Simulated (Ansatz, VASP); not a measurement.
## SnO2: VASP beside Ansatz

File POSCAR:

```
SnO2
1.0
    0.0000000000      2.4974918130      2.4974918130
    2.4974918130      0.0000000000      2.4974918130
    2.4974918130      2.4974918130      0.0000000000
Sn O
1 2
Direct
    0.0000000000      0.0000000000      0.0000000000
    0.2500000000      0.2500000000      0.2500000000
    0.7500000000      0.7500000000      0.7500000000
```

Contents of INCAR.step1:

```
ALGO     = Normal         # electronic algorithm
EDIFF    = 1E-4           # SCF threshold, eV
ENCUT    = 520            # plane-wave cutoff, eV
GGA      = PE             # functional
ISMEAR   = 0              # smearing method
LASPH    = T              # aspherical terms in the spheres
LCHARG   = F              # write CHGCAR
LREAL    = F              # projectors in reciprocal space
LWAVE    = T              # write WAVECAR
NBANDS   = 20             # bands
NELM     = 60             # most SCF steps
PREC     = Accurate       # precision mode
SIGMA    = 0.1            # smearing width, eV
```

File INCAR.step2:

```
ALGO     = Normal         # electronic algorithm
EDIFF    = 1E-6           # SCF threshold, eV
ENCUT    = 520            # plane-wave cutoff, eV
ISIF     = 2              # what is computed and relaxed
ISMEAR   = 0              # smearing method
ISTART   = 1            
LASPH    = T              # aspherical terms in the spheres
LCHARG   = T              # write CHGCAR
LELF     = T              # ELF
LMIXTAU  = T            
LREAL    = F              # projectors in reciprocal space
LVHAR    = T            
LWAVE    = F              # write WAVECAR
METAGGA  = R2SCAN         # meta-GGA
NBANDS   = 20             # bands
NELM     = 60             # most SCF steps
PREC     = Accurate       # precision mode
SIGMA    = 0.1            # smearing width, eV
```

KPOINTS

```
k-points
0
Gamma
  14 14 14
```

Input for Ansatz:

```yaml
crystal:
  lattice:
    - [0.0, 2.497491813, 2.497491813]
    - [2.497491813, 0.0, 2.497491813]
    - [2.497491813, 2.497491813, 0.0]
  atoms:
    - { symbol: Sn, position: [0.0, 0.0, 0.0] }
    - { symbol: O, position: [0.25, 0.25, 0.25] }
    - { symbol: O, position: [0.75, 0.75, 0.75] }
basis:
  ecutwfc: 500
kpoints:
  mp_grid: { grid: [14, 14, 14] }
hamiltonian:
  xc: r2scan
scf:
  occupations: { method: gaussian, width: 0.1 }
output:
  forces: true
  stress: true
  eigenvalues: true
```

Alike in both runs: task single point; functional r2SCAN; k mesh 14 × 14 × 14; occupations gaussian, width 0.1 eV; no spin polarisation.

|  | VASP | Ansatz |
| --- | --- | --- |
| version | VASP 6.6.1 | Ansatz 0.2.0 |
| potentials or method | VASP PAW PBE potentials, release 64 (Sn_d, O), cutoff 520 eV | scalar-relativistic, plane waves, PAW |
| valence electrons in the cell | 26 | 26 |

|  | VASP | Ansatz | Ansatz less VASP |
| --- | --- | --- | --- |
| gap on the k mesh at the Fermi level (eV) | 1.33 | 1.30 | -0.024 |
| least direct gap on the mesh (eV) | 2.85 | 2.82 | -0.031 |
| pressure (GPa) | 12.4 | 10.8 | -1.62 |

VASP's potentials were made for PBE, not for r2SCAN.
